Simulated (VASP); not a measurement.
# Li in VASP: notebook, part 2 of 2

VASP 6.6.1.

## 3. Single point, PBE

This run uses another cell than the first one: it holds 1 atom, not 2.

The input, INCAR:

```
SYSTEM = Li
PREC     = Accurate       ! precision mode
ENCUT    = 520            ! plane-wave cutoff, eV
EDIFF    = 1E-6           ! SCF threshold, eV
ISMEAR   = 0              ! smearing method
SIGMA    = 0.1            ! smearing width, eV
LREAL    = .False.        ! projectors in reciprocal space
LASPH    = .True.         ! aspherical terms in the spheres
NELM     = 60             ! most SCF steps
ALGO     = Fast           ! electronic algorithm
ISIF     = 2              ! what is computed and relaxed
LWAVE    = .False.        ! write WAVECAR
LCHARG   = .False.        ! write CHGCAR
GGA      = PE             ! functional
NBANDS   = 8              ! bands
```

The input, KPOINTS:

```
regular mesh
0
Gamma
  20 20 20
  0 0 0
```

The input, POSCAR:

```
Li
1.0
    2.7358006762      0.0000000000      0.0000000000
    0.0000000000      2.7358006762      0.0000000000
    0.0000000000      0.0000000000      2.7358006762
Li
1
Direct
    0.0000000000      0.0000000000      0.0000000000
```

Potentials or basis: VASP PAW PBE potentials, release 64 (Li_sv).

On the command line:

```console
$ cat potpaw_PBE.64/Li_sv/POTCAR > POTCAR
$ mpirun -np 1 vasp_std > vasp.out
```

OUTCAR:

```text
SYSTEM = Li
   PREC = Accurate
   ENCUT = 520
   EDIFF = 1E-6
   ISMEAR = 0
   LREAL = .False.
   LASPH = .True.
   NELM = 60
   ISIF = 2
   GGA = PE

 ion  position               nearest neighbor table
   1  0.000  0.000  0.000-

  LATTYP: Found a simple cubic cell.
 ALAT       =     2.7358006762

  Lattice vectors:

 A1 = (   2.7358006762,   0.0000000000,   0.0000000000)
 A2 = (   0.0000000000,   2.7358006762,   0.0000000000)
 A3 = (   0.0000000000,   0.0000000000,   2.7358006762)

Analysis of symmetry for initial positions (statically):
=====================================================================
 Subroutine PRICEL returns:
 Original cell was already a primitive cell.

 Routine SETGRP: Setting up the symmetry group for a
 simple cubic supercell.

 Subroutine GETGRP returns: Found 48 space group operations
 (whereof 48 operations were pure point group operations)
 out of a pool of 48 trial point group operations.

The static configuration has the point symmetry O_h .

Analysis of symmetry for dynamics (positions and initial velocities):
=====================================================================
 Subroutine PRICEL returns:
 Original cell was already a primitive cell.

 Routine SETGRP: Setting up the symmetry group for a
 simple cubic supercell.

 Subroutine GETGRP returns: Found 48 space group operations
 (whereof 48 operations were pure point group operations)
 out of a pool of 48 trial point group operations.

The dynamic configuration has the point symmetry O_h .

 Subroutine INISYM returns: Found 48 space group operations
 (whereof 48 operations are pure point group operations),
 and found     1 'primitive' translations

----------------------------------------------------------------------------------------

                                     Primitive cell

  volume of cell :      20.4764

  direct lattice vectors                    reciprocal lattice vectors
     2.735800676  0.000000000  0.000000000     0.365523705  0.000000000  0.000000000
     0.000000000  2.735800676  0.000000000     0.000000000  0.365523705  0.000000000
     0.000000000  0.000000000  2.735800676     0.000000000  0.000000000  0.365523705

  length of vectors
     2.735800676  2.735800676  2.735800676     0.365523705  0.365523705  0.365523705

  position of ions in fractional coordinates (direct lattice)
     0.000000000  0.000000000  0.000000000

  ion indices of the primitive-cell ions
   primitive index   ion index
                 1           1

----------------------------------------------------------------------------------------

 KPOINTS: regular mesh

Automatic generation of k-mesh.
 Grid dimensions read from file:
 generate k-points for:   20   20   20

 Generating k-lattice:

  Cartesian coordinates                     Fractional coordinates (reciprocal lattice)
     0.018276185  0.000000000  0.000000000     0.050000000  0.000000000  0.000000000
     0.000000000  0.018276185  0.000000000     0.000000000  0.050000000  0.000000000
     0.000000000  0.000000000  0.018276185     0.000000000  0.000000000  0.050000000

  Length of vectors
     0.018276185  0.018276185  0.018276185

  Shift w.r.t. Gamma in fractional coordinates (k-lattice)
     0.000000000  0.000000000  0.000000000

 Subroutine IBZKPT returns following result:
 ===========================================

 Found    286 irreducible k-points:

 Following reciprocal coordinates:
            Coordinates               Weight
  0.000000  0.000000  0.000000      1.000000
  0.050000  0.000000  0.000000      6.000000
  0.100000  0.000000  0.000000      6.000000
  0.150000  0.000000  0.000000      6.000000
  0.200000  0.000000  0.000000      6.000000
  0.250000  0.000000  0.000000      6.000000
[... 16 lines left out ...]
  0.150000  0.100000  0.000000     24.000000
  0.200000  0.100000  0.000000     24.000000
 [... further k-points ...]
   k-points           NKPTS =    286   k-points in BZ     NKDIM =    286   number of bands    NBANDS=      8
   number of dos      NEDOS =    301   number of ions     NIONS =      1
   total plane-waves  NPLWV =   8000
   dimension x,y,z NGX =    20 NGY =   20 NGZ =   20
   dimension x,y,z NGXF=    40 NGYF=   40 NGZF=   40
   ions per type =               1
   NGX,Y,Z   is equivalent  to a cutoff of  12.15, 12.15, 12.15 a.u.
   NGXF,Y,Z  is equivalent  to a cutoff of  24.31, 24.31, 24.31 a.u.
 SYSTEM =  Li
   PREC   = accura    normal or accurate (medium, high low for compatibility)
   ISTART =      0    job   : 0-new  1-cont  2-samecut
   ICHARG =      2    charge: 1-file 2-atom 10-const
   ISPIN  =      1    spin polarized calculation?
   LNONCOLLINEAR =      F non collinear calculations
   LSORBIT =      F    spin-orbit coupling
   LASPH  =      T    aspherical Exc in radial PAW
   ENCUT  =  520.0 eV  38.22 Ry    6.18 a.u.   5.09  5.09  5.09*2*pi/ulx,y,z
   NELM   =     60;   NELMIN=  2; NELMDL= -5     # of ELM steps
   EDIFF  = 0.1E-05   stopping-criterion for ELM
   LREAL  =      F    real-space projection
   EDIFFG = 0.1E-04   stopping-criterion for IOM
   NSW    =      0    number of steps for IOM
   IBRION =     -1    ionic relax: 0-MD 1-quasi-New 2-CG
   NFREE  =      0    steps in history (QN), initial steepest desc. (CG)
   ISIF   =      2    stress and relaxation
   ISYM   =      2    0-nonsym 1-usesym 2-fastsym
   POTIM  = 0.5000    time-step for ionic-motion
   TEBEG  =    0.0;   TEEND  =   0.0 temperature during run
   PSTRESS=    0.0 pullay stress
   NELECT =       3.0000    total number of electrons
   NUPDOWN=      -1.0000    fix difference up-down
   EMIN   =  10.00;   EMAX   =-10.00  energy-range for DOS
   EFERMI =   0.00;   METHOD = LEGACY
   ISMEAR =     0;   SIGMA  =   0.10  broadening in eV -4-tet -1-fermi 0-gaus
   EFERMI_NEDOS =   21; number of points for ismear=-14 and -15
   IALGO  =     68    algorithm
   IMIX   =      4    mixing-type and parameters
     AMIX     =   0.40;   BMIX     =  1.00
     AMIX_MAG =   1.60;   BMIX_MAG =  1.00
  volume/ion in A,a.u.               =      20.48       138.18
  Fermi-wavevector in a.u.,A,eV,Ry     =   0.863040  1.630909 10.134131  0.744838
  Thomas-Fermi vector in A             =   1.980931
   LORBIT       =      0    0 simple, 1 ext, 2 COOP (PROOUT), +10 PAW based schemes
   GGA     = PE    functional components
   LHFCALC =     F    Hartree Fock is set to
   AEXX    =    0.0000 exact exchange contribution
   IVDW    =     0    specifies the selected vdW correction
   LEPSILON=     F    determine dielectric tensor
   LRPA    =     F    only Hartree local field effects (RPA)
 non-spin polarized calculation
 RMM-DIIS sequential band-by-band and
 Gauss-broadening in eV      SIGMA  =   0.10
  energy-cutoff  :      520.00
  volume of cell :       20.48
 maximum number of plane-waves:       568
   NGX = 11   NGY = 11   NGZ = 11

 number of electron       3.0000011 magnetization

 Free energy of the ion-electron system (eV)
  ---------------------------------------------------
  ext. energy  EPLUGINS =         0.00000000
  ---------------------------------------------------
  free energy    TOTEN  =        -1.78693387 eV

  energy without entropy =       -1.78494892  energy(sigma->0) =       -1.78594140

 E-fermi :   0.5384     XC(G=0):  -7.0174

 val. band max:        0.5347492757   @ k =   0.4000   0.2500   0.1000
 cond. band min:       0.6097942835   @ k =   0.4500   0.2000   0.1000
 fundamental gap:      0.0750450077
 Fermi energy:         0.5384029862

 k-point     1 :       0.0000    0.0000    0.0000
  band No.  band energies     occupation
      1     -46.2360      2.00000
      2      -2.9164      2.00000
      3      12.4830      0.00000
      4      12.4830      0.00000
      5      12.4830      0.00000
      6      14.8635      0.00000
      7      14.8635      0.00000
      8      21.0015      0.00000
[... 243 lines left out ...]
 k-point    24 :       0.2000    0.1000    0.0000
  band No.  band energies     occupation
      1     -46.2270      2.00000
      2      -2.1737      2.00000
      3       7.7201      0.00000
      4      11.4286      0.00000
      5      13.3445      0.00000
      6      17.2763      0.00000
      7      19.5876      0.00000
      8      21.5840      0.00000

 [... further k-points ...]

------------------------ aborting loop because EDIFF is reached ----------------------------------------

  FORCE on cell =-STRESS in cart. coord.  units (eV):
  Direction    XX          YY          ZZ          XY          YZ          ZX
  --------------------------------------------------------------------------------------
  -------------------------------------------------------------------------------------
  Total       -0.0128317     -0.0128317     -0.0128317      0.0000000      0.0000000     -0.0000000
  in kB       -1.0040187     -1.0040187     -1.0040187      0.0000000      0.0000000     -0.0000000
  external PRESSURE =      -1.0040187 kB  Pullay stress =       0.0000000 kB

 VOLUME and BASIS-vectors are now :
 -----------------------------------------------------------------------------
  energy-cutoff  :      520.00
  volume of cell :       20.48
      direct lattice vectors                 reciprocal lattice vectors
     2.735800676  0.000000000  0.000000000     0.365523705  0.000000000  0.000000000
     0.000000000  2.735800676  0.000000000     0.000000000  0.365523705  0.000000000
     0.000000000  0.000000000  2.735800676     0.000000000  0.000000000  0.365523705

 POSITION                                       TOTAL-FORCE (eV/Angst)
 -----------------------------------------------------------------------------------
      0.00000      0.00000      0.00000         0.000000      0.000000      0.000000
 -----------------------------------------------------------------------------------
    total drift:                               -0.000000      0.000000      0.000000

  FREE ENERGIE OF THE ION-ELECTRON SYSTEM (eV)
  ---------------------------------------------------
  free  energy   TOTEN  =        -1.7869338706 eV

  energy  without entropy=       -1.7849489233  energy(sigma->0) =       -1.78594140
```

Run time: 25 s. Hardware: 1 thread of Intel Xeon Platinum 8259CL at 2.50GHz (Skylake/Cascade Lake), shared host; peak memory 0.14 GiB.

What came out:

```yaml
Free_energy: -1.7869 eV
Band_gap_on_the_k_mesh: zero (an odd number of electrons rules out a gap without spin polarisation)
```

Levels at points of the mesh, in eV from the Fermi level:
```csv
k point,band 1,band 2,band 3,band 4,band 5
"(0.00, 0.00, 0.00)",-46.77,-3.45,11.94,11.94,11.94
"(0.50, 0.00, 0.00)",-46.75,-0.68,2.03,14.86,14.86
"(0.50, 0.50, 0.00)",-46.73,3.18,3.18,5.70,8.33
"(0.50, 0.50, 0.50)",-46.72,6.68,6.68,6.68,10.12
```

Caveat: the cutoff is under 1.25 times the usual one of these potentials, so pressure, stress and relaxed cells hold a basis-set (Pulay) error.

## 4. Relaxation of cell and atoms, PBE

This run uses another cell than the first one: it holds 1 atom, not 2.

The input, INCAR:

```
PREC = Accurate
ENCUT = 600
EDIFF = 1E-7
ISMEAR = 0
SIGMA = 0.1
LREAL = False
LASPH = True
NELM = 100
ALGO = Normal
ISIF = 3
LWAVE = False
LCHARG = False
GGA = PE
IBRION = 2
NSW = 100
EDIFFG = -0.01
```

The input, KPOINTS:

```
regular mesh
0
Gamma
  20 20 20
```

The input, POSCAR:

```
Li
1.0
    2.7384129878      0.0000000000      0.0000000000
    0.0000000000      2.7384129878      0.0000000000
    0.0000000000      0.0000000000      2.7384129878
Li
1
Direct
    0.0000000000      0.0000000000      0.0000000000
```

On the command line:

```console
$ cat potpaw_PBE.64/Li_sv/POTCAR > POTCAR
$ mpirun -np 1 vasp_std > vasp.out
```

Run time: 29 s. Hardware: 1 thread of Intel Xeon Platinum 8259CL at 2.50GHz (Skylake/Cascade Lake), shared host; peak memory 0.15 GiB.

It converged, with:

- Free energy: -1.7869 eV
- Relaxed volume: 20.24 Å³/atom
- Relaxed cell: a = 2.725 Å, b = 2.725 Å, c = 2.725 Å, α = 90.00°, β = 90.00°, γ = 90.00°
- Space group after relaxing (to 0.1 Å): Pm-3m (No. 221)
- Energy gained by relaxing: 0.2 meV/atom
- Ionic steps: 3
- Pressure after relaxing: 0.0 GPa
- Band gap on the k mesh: zero (an odd number of electrons rules out a gap without spin polarisation)

The path:
```tsv
step	energy change (eV)	largest force (eV/Å)	pressure (GPa)	volume (Å³)
1	0.0000	0.0000	-0.20	20.54
2	-0.0001	0.0000	-0.16	20.46
3	-0.0002	0.0000	-0.03	20.24
```

Final structure:
```
Li
1.0
     2.72507    0.00000    0.00000
     0.00000    2.72507    0.00000
     0.00000    0.00000    2.72507
Li
1
Direct
  0.00000 0.00000 0.00000
```

Levels at points of the mesh, in eV from the Fermi level:
| k point | band 1 | band 2 | band 3 | band 4 |
| --- | --- | --- | --- | --- |
| (0.00, 0.00, 0.00) | -46.75 | -3.47 | 12.04 | 12.04 |
| (0.50, 0.00, 0.00) | -46.73 | -0.69 | 2.07 | 14.98 |
| (0.50, 0.50, 0.00) | -46.71 | 3.21 | 3.21 | 5.74 |
| (0.50, 0.50, 0.50) | -46.69 | 6.74 | 6.74 | 6.74 |

Caveat: the cutoff is under 1.25 times the usual one of these potentials, so pressure, stress and relaxed cells hold a basis-set (Pulay) error.

## 5. Overview

```tsv
task	cell	k mesh	cutoff (eV)	gap on the mesh (eV)
single point	a = 3.880 Å, angles 120.4, 120.4, 89.4°, 2 atoms, atomic positions A	6 × 6 × 6	520	none
single point	a = 2.736 Å, 1 atom, atomic positions B	20 × 20 × 20	520	none
relaxation of cell and atoms	relaxed from a = 2.738 Å, 1 atom, atomic positions B	20 × 20 × 20	600	none
```

Alike in all rows: level PBE; potentials or basis VASP PAW PBE potentials, release 64 (Li_sv); no spin polarisation; smearing gaussian 0.1 eV.

Caveats: the cutoff is under 1.25 times the usual one of these potentials, so pressure, stress and relaxed cells hold a basis-set (Pulay) error.

Total energies depend on the potentials used, so only differences within one code and one set of settings carry meaning.
